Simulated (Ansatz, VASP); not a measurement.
# Mg: VASP beside Ansatz

```
Mg
1.0
     0.00000    3.15382    3.15382
     3.15382    0.00000    3.15382
     3.15382    3.15382    0.00000
Mg
2
Direct
  0.12500 0.12500 0.12500
  0.87500 0.87500 0.87500
```

Alike in both runs: task relaxation of cell and atoms; functional r2SCAN; k mesh 9 × 9 × 9; occupations fermi-dirac, width 0.1 eV; no spin polarisation.

|  | VASP | Ansatz |
| --- | --- | --- |
| version | VASP 6.6.1 | Ansatz 0.2.0 |
| potentials or method | VASP PAW PBE potentials, release 64 (Mg), cutoff 600 eV | plane waves (500 eV) with PAW, scalar-relativistic |
| valence electrons in the cell | 4 | 20 |

VASP gave:

* relaxed volume (Å³/atom): 39.96
* relaxed cell length with the largest relative difference (Å): 4.835

Problem. Which values does Ansatz return?

Solution. Relaxed volume (Å³/atom): 40.41; relaxed cell length with the largest relative difference (Å): 4.853.

VASP's potentials were made for PBE, not for r2SCAN. VASP's potentials hold 4 valence electrons a cell and Ansatz's 20, so a difference there can come from the potentials and not from the codes.

Noted on VASP's run: the volume moved by over 15 % at a fixed basis, so the end points are rough.
